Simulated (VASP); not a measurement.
Here is a VASP 6.6.1 calculation.

The input INCAR:

```
SYSTEM = Al
  PREC = Accurate
  ENCUT = 500
  EDIFF = 1E-6
  ISMEAR = 0
  SIGMA = 0.1
  LREAL = .False.
  LASPH = .True.
  NELM = 120
  ALGO = Normal
  ISIF = 2
  LWAVE = .False.
  LCHARG = .False.
  GGA = PE
  NBANDS = 14
  GGA_COMPAT = .False.
```

The input KPOINTS:

```
Automatic mesh
0
Gamma
  6 6 4
  0 0 0
```

File POSCAR:

```
Al
1.0
    2.1705443755     -3.6786701935      0.0000000000
    2.1705443755      3.6786701935      0.0000000000
    0.0000000000      0.0000000000      4.3468631391
Al
4
Direct
    0.1525000000      0.8475000000      0.0785000000
    0.6525000000      0.3475000000      0.4215000000
    0.8475000000      0.1525000000      0.9215000000
    0.3475000000      0.6525000000      0.5785000000
```

Potentials or basis: VASP PAW PBE potentials, release 64 (Al).

Command:

```sh
$ cat potpaw_PBE.64/Al/POTCAR > POTCAR
$ mpirun -np 1 vasp_std > vasp.out
```

What does it give for the pressure?

16.2 GPa.

What does it give for the band gap on the k mesh?

Zero (band 6 reaches 7.44 eV, above the bottom of band 7 at 6.46 eV).

What does it give for the largest force?

1.039 eV/Å.

Forces in eV/Å, atoms in the order of the input:
```
Al   0.000 -1.028  0.148
Al   0.000 -1.028 -0.148
Al   0.000  1.028 -0.148
Al   0.000  1.028  0.148
```

Caveat: the k points lie up to 0.36 Å⁻¹ apart; forces of over 1 eV/Å act on the atoms, so gaps and moduli don't describe the material at rest.
